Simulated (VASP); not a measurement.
Input of a VASP 6.6.1 run:

POSCAR

```
CaO
1.0
    0.0000000000      2.4035556960      2.4035556960
    2.4035556960      0.0000000000      2.4035556960
    2.4035556960      2.4035556960      0.0000000000
Ca O
1 1
Direct
    0.0000000000      0.0000000000      0.0000000000
    0.5000000000      0.5000000000      0.5000000000
```

Contents of INCAR.step1:

```
SYSTEM = CaO
ALGO     = Normal         ! electronic algorithm
EDIFF    = 1E-5           ! SCF threshold, eV
ENCUT    = 520            ! plane-wave cutoff, eV
GGA      = PE             ! functional
ISIF     = 2              ! what is computed and relaxed
ISMEAR   = -1             ! smearing method
LASPH    = .True.         ! aspherical terms in the spheres
LREAL    = .False.        ! projectors in reciprocal space
LWAVE    = .True.         ! write WAVECAR
NBANDS   = 15             ! bands
NELM     = 80             ! most SCF steps
PREC     = Accurate       ! precision mode
SIGMA    = 0.05           ! smearing width, eV
```

Contents of INCAR.step2:

```
SYSTEM = CaO
AEXX     = 0.5            ! exact-exchange fraction
ALGO     = Normal         ! electronic algorithm
EDIFF    = 1E-7           ! SCF threshold, eV
ENCUT    = 520            ! plane-wave cutoff, eV
ISIF     = 2              ! what is computed and relaxed
ISMEAR   = -1             ! smearing method
ISTART   = 1            
LASPH    = .True.         ! aspherical terms in the spheres
LCHARG   = .True.         ! write CHGCAR
LELF     = .True.         ! ELF
LHFCALC  = .True.         ! exact exchange
LMIXTAU  = .True.       
LREAL    = .False.        ! projectors in reciprocal space
LVHAR    = .True.       
LWAVE    = .False.        ! write WAVECAR
METAGGA  = R2SCAN         ! meta-GGA
NBANDS   = 15             ! bands
NELM     = 80             ! most SCF steps
PREC     = Accurate       ! precision mode
PRECFOCK = Normal       
SIGMA    = 0.05           ! smearing width, eV
```

The input KPOINTS:

```
k-points
0
Gamma
  5 5 5
  0 0 0
```

Potentials or basis: VASP PAW PBE potentials, release 64 (Ca_sv, O).

The run is started by

```sh
$ cat potpaw_PBE.64/Ca_sv/POTCAR potpaw_PBE.64/O/POTCAR > POTCAR
$ cp INCAR.step1 INCAR
$ mpirun -np 1 vasp_std > vasp.out
$ cp INCAR.step2 INCAR
$ mpirun -np 1 vasp_std > vasp.out
```

Task: Estimate the band gap on the k mesh.

Result: 8.95 eV (least direct gap 9.41 eV).

Task: Predict the pressure.

Result: -2.4 GPa.

Caveat: the k points lie up to 0.45 Å⁻¹ apart; the PAW data sets were made with another functional, which shifts forces and pressure a little; an odd mesh through Γ misses points on the zone boundary, where band edges can lie.
